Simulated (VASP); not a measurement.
# GaN (P6_3mc) in VASP: further runs, part 2 of 2

VASP 6.6.1.

## (3) Single point, PBE

This run uses another cell than the first one, of 11.75 Å³/atom.

The input, INCAR:

```
SYSTEM = GaN
ALGO = Normal ; EDIFF = 1E-6
ENCUT = 520 ; GGA = PE
ISIF = 2 ; ISMEAR = 0
LASPH = .True. ; LCHARG = .False.
LREAL = .False. ; LWAVE = .False.
NBANDS = 66 ; NELM = 80
PREC = Accurate ; SIGMA = 0.1
```

The input, KPOINTS:

```
k-points
0
Gamma
  6 6 2
  0 0 0
```

The input, POSCAR:

```
GaN
1.0
    3.2159383632      0.0000000031      0.0000000000
   -1.6079691843      2.7850843180      0.0000000000
    0.0000000000      0.0000000000     15.7413040805
Ga N
6 6
Direct
    0.0000000000      0.0000000000      0.1875269422
    0.0000000000      0.0000000000      0.6875269422
    0.3333333333      0.6666666667      0.5207094315
    0.6666666667      0.3333333333      0.0207094315
    0.3333333333      0.6666666667      0.8539798512
    0.6666666667      0.3333333333      0.3539798512
    0.0000000000      0.0000000000      0.3126498525
    0.0000000000      0.0000000000      0.8126498525
    0.3333333333      0.6666666667      0.9792130131
    0.6666666667      0.3333333333      0.4792130131
    0.3333333333      0.6666666667      0.6459209095
    0.6666666667      0.3333333333      0.1459209095
```

Potentials or basis: VASP PAW PBE potentials, release 64 (Ga_d, N).

Command:

```sh
cat potpaw_PBE.64/Ga_d/POTCAR potpaw_PBE.64/N/POTCAR > POTCAR
mpirun -np 1 vasp_std > vasp.out
```

OUTCAR:

```text
SYSTEM = GaN
   EDIFF = 1E-6
   ENCUT = 520
   GGA = PE
   ISIF = 2
   ISMEAR = 0
   LASPH = .True.
   LREAL = .False.
   NELM = 80
   PREC = Accurate

 ion  position               nearest neighbor table
   1  0.000  0.000  0.188-  12 1.97  12 1.97  12 1.97   7 1.97
   2  0.000  0.000  0.688-  11 1.97  11 1.97  11 1.97   8 1.97
   3  0.333  0.667  0.521-  10 1.97  10 1.97  10 1.97  11 1.97
   4  0.667  0.333  0.021-   9 1.97   9 1.97   9 1.97  12 1.97
   5  0.333  0.667  0.854-   8 1.97   8 1.97   8 1.97   9 1.97
   6  0.667  0.333  0.354-   7 1.97   7 1.97   7 1.97  10 1.97
   7  0.000  0.000  0.313-   6 1.97   6 1.97   6 1.97   1 1.97
[... 1187 lines left out ...]
  energy-cutoff  :      520.00
  volume of cell :      140.99
      direct lattice vectors                 reciprocal lattice vectors
     3.215938363  0.000000003  0.000000000     0.310951233  0.179527779  0.000000000
    -1.607969184  2.785084318  0.000000000    -0.000000000  0.359055556  0.000000000
     0.000000000  0.000000000 15.741304081     0.000000000  0.000000000  0.063527138

 POSITION                                       TOTAL-FORCE (eV/Angst)
 -----------------------------------------------------------------------------------
      0.00000      0.00000      2.95192         0.000000      0.000000     -0.000099
      0.00000      0.00000     10.82257        -0.000000      0.000000     -0.000099
     -0.00000      1.85672      8.19665        -0.000000      0.000000     -0.001386
      1.60797      0.92836      0.32599         0.000000     -0.000000     -0.001386
     -0.00000      1.85672     13.44276        -0.000000     -0.000000      0.000403
      1.60797      0.92836      5.57210         0.000000     -0.000000      0.000403
      0.00000      0.00000      4.92152         0.000000     -0.000000      0.000349
      0.00000      0.00000     12.79217        -0.000000      0.000000      0.000349
     -0.00000      1.85672     15.41409         0.000000      0.000000      0.000758
      1.60797      0.92836      7.54344         0.000000      0.000000      0.000758
     -0.00000      1.85672     10.16764         0.000000      0.000000     -0.000025
      1.60797      0.92836      2.29699         0.000000     -0.000000     -0.000025
 -----------------------------------------------------------------------------------
    total drift:                               -0.000002     -0.000003     -0.002363

  FREE ENERGIE OF THE ION-ELECTRON SYSTEM (eV)
  ---------------------------------------------------
  free  energy   TOTEN  =       -72.9303982896 eV

  energy  without entropy=      -72.9303982896  energy(sigma->0) =      -72.93039829
```

Run time: 1.9 min. Hardware: 1 thread of Intel Xeon Platinum 8488C (Sapphire Rapids), shared host; peak memory 0.29 GiB.

What came out:

| Property | Result |
| --- | --- |
| Free energy | -72.9304 eV |
| Pressure | 0.2 GPa |
| Band gap on the k mesh | 1.60 eV |

Levels at points of the mesh, in eV from the valence-band top:
```
           k point  band 51  band 52  band 53  band 54  band 55  band 56  band 57  band 58
(0.00, 0.00, 0.00)    -0.25    -0.01     0.00     0.00     1.60     3.18     3.33     4.15
(0.50, 0.00, 0.00)    -1.43    -1.41    -1.24    -0.94     3.75     4.08     4.47     4.67
(0.00, 0.00, 0.50)    -0.07    -0.07    -0.07    -0.07     2.29     2.29     3.94     3.94
(0.50, 0.00, 0.50)    -1.37    -1.37    -1.08    -1.08     3.77     3.77     5.02     5.02
```

## (4) Relaxation of cell and atoms, PBE

The input, INCAR:

```
ALGO = Normal ; EDIFF = 1E-6
EDIFFG = -0.04 ; ENCUT = 600
GGA = PE ; IBRION = 2
ISIF = 3 ; ISMEAR = 0
LASPH = T ; LCHARG = F
LREAL = F ; LWAVE = F
NELM = 100 ; NSW = 90
PREC = Accurate ; SIGMA = 0.1
```

The input, KPOINTS:

```
k-points
0
Gamma
  6 6 2
```

The input, POSCAR:

```
GaN
1.0
    3.0110769700      0.0000000000      0.0000000000
   -1.5055384900      2.6076691500      0.0000000000
    0.0000000000      0.0000000000     14.7511913500
Ga N
6 6
Direct
    0.0000000000      0.0000000000      0.1875000000
    0.0000000000      0.0000000000      0.6875000000
    0.3333333300      0.6666666700      0.5208299800
    0.6666666700      0.3333333300      0.0208299800
    0.3333333300      0.6666666700      0.8541700200
    0.6666666700      0.3333333300      0.3541700200
    0.0000000000      0.0000000000      0.3125000000
    0.0000000000      0.0000000000      0.8125000000
    0.3333333300      0.6666666700      0.9791700200
    0.6666666700      0.3333333300      0.4791700200
    0.3333333300      0.6666666700      0.6458299800
    0.6666666700      0.3333333300      0.1458299800
```

Command:

```sh
cat potpaw_PBE.64/Ga_d/POTCAR potpaw_PBE.64/N/POTCAR > POTCAR
mpirun -np 1 vasp_std > vasp.out
```

Run time: 6.8 min. Hardware: 1 thread of Intel Xeon Platinum 8488C (Sapphire Rapids), shared host; peak memory 0.31 GiB.

The run converged. Its results:

| Property | Result |
| --- | --- |
| Free energy | -72.9133 eV |
| Relaxed volume | 11.79 Å³/atom |
| Relaxed cell | a = 3.218 Å, b = 3.218 Å, c = 15.769 Å, α = 90.00°, β = 90.00°, γ = 120.00° |
| Space group after relaxing (to 0.1 Å) | P6_3mc (No. 186) |
| Energy gained by relaxing | 286.5 meV/atom |
| Ionic steps | 4 |
| Pressure after relaxing | -0.2 GPa |
| Largest force after relaxing | 0.031 eV/Å |
| Band gap on the k mesh | 1.58 eV |

Forces in eV/Å, atoms in the order of the input:
```
Ga   0.000  0.000  0.000
Ga   0.000  0.000  0.000
Ga   0.000  0.000 -0.010
Ga   0.000  0.000 -0.010
Ga   0.000  0.000 -0.031
Ga   0.000  0.000 -0.031
N    0.000  0.000  0.025
N    0.000  0.000  0.025
N    0.000  0.000 -0.001
N    0.000  0.000 -0.001
N    0.000  0.000  0.017
N    0.000  0.000  0.017
```

Stress tensor (GPa, compression positive):
```
-0.14  0.00  0.00
 0.00 -0.14  0.00
 0.00  0.00 -0.34
```

The path:
| step | energy change (eV) | largest force (eV/Å) | pressure (GPa) | volume (Å³) |
| --- | --- | --- | --- | --- |
| 1 | 0.0000 | 0.0369 | 51.85 | 115.82 |
| 2 | -0.2825 | 0.0386 | -23.53 | 176.48 |
| 3 | -3.4343 | 0.0307 | -1.20 | 142.20 |
| 4 | -3.4379 | 0.0308 | -0.21 | 141.42 |

Final structure:
```
Ga N
1.0
     3.21805    0.00000    0.00000
    -1.60903    2.78692    0.00000
     0.00000    0.00000   15.76874
Ga N
6 6
Direct
  0.00000 0.00000 0.18753
  0.00000 0.00000 0.68753
  0.33333 0.66667 0.52077
  0.66667 0.33333 0.02077
  0.33333 0.66667 0.85411
  0.66667 0.33333 0.35411
  0.00000 0.00000 0.31255
  0.00000 0.00000 0.81255
  0.33333 0.66667 0.97922
  0.66667 0.33333 0.47922
  0.33333 0.66667 0.64582
  0.66667 0.33333 0.14582
```

Levels at points of the mesh, in eV from the valence-band top:
```
           k point  band 51  band 52  band 53  band 54  band 55  band 56  band 57  band 58
(0.00, 0.00, 0.00)    -0.25    -0.02     0.00     0.00     1.58     3.16     3.31     4.14
(0.50, 0.00, 0.00)    -1.43    -1.40    -1.24    -0.94     3.74     4.07     4.45     4.65
(0.00, 0.00, 0.50)    -0.07    -0.07    -0.07    -0.07     2.27     2.27     3.92     3.92
(0.50, 0.00, 0.50)    -1.38    -1.38    -1.07    -1.07     3.76     3.76     5.00     5.00
```

Caveat: the volume moved by over 15 % at a fixed basis, so the end points are rough.

## (5) Summary

```csv
task,cell,cutoff (eV),gap on the mesh (eV),pressure (GPa),largest force (eV/Å)
single point,"a = 3.011, b = 3.011, c = 14.751 Å, angles 90.0, 90.0, 120.0°, 12 atoms, atomic positions A",520,2.88,52.0,0.04
single point,"a = 3.216, b = 3.216, c = 15.741 Å, angles 90.0, 90.0, 120.0°, 12 atoms, atomic positions B",520,1.60,0.2,-
relaxation of cell and atoms,"relaxed from a = 3.011, b = 3.011, c = 14.751 Å, angles 90.0, 90.0, 120.0°, 12 atoms, atomic positions A",600,1.58,-0.2,0.03
```

Alike in all rows: level PBE; potentials or basis VASP PAW PBE potentials, release 64 (Ga_d, N); no spin polarisation; k mesh 6 × 6 × 2; smearing gaussian 0.1 eV.

Caveats: the cell stands under pressure (at least some runs); the volume moved by over 15 % at a fixed basis, so the end points are rough (at least some runs).

Absolute energies hang on the potentials; compare differences alone.
